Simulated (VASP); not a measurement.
Here is a VASP 6.6.1 calculation.

INCAR

```
  PREC = Accurate
  ENCUT = 500
  EDIFF = 1E-6
  ISMEAR = 0
  SIGMA = 0.02
  LREAL = False
  LASPH = True
  NELM = 120
  ALGO = Normal
  ISIF = 2
  LWAVE = False
  LCHARG = True
  GGA = PE
  LELF = True
  LVHAR = True
  NBANDS = 11
  GGA_COMPAT = False
```

File KPOINTS:

```
Automatic mesh
0
Gamma
  8 8 8
```

POSCAR

```
Si
1.0
    0.0000000000      2.7349661881      2.7349661881
    2.7349661881      0.0000000000      2.7349661881
    2.7349661881      2.7349661881      0.0000000000
Si
2
Direct
    0.0000000000      0.0000000000      0.0000000000
    0.2500000000      0.2500000000      0.2500000000
```

Potentials or basis: VASP PAW PBE potentials, release 64 (Si).

Command:

```console
$ cat potpaw_PBE.64/Si/POTCAR > POTCAR
$ mpirun -np 1 vasp_std > vasp.out
```

(1) Estimate the pressure.

(2) Estimate the band gap on the k mesh.

Answers

(1) -0.1 GPa.

(2) 0.65 eV (least direct gap 2.56 eV).
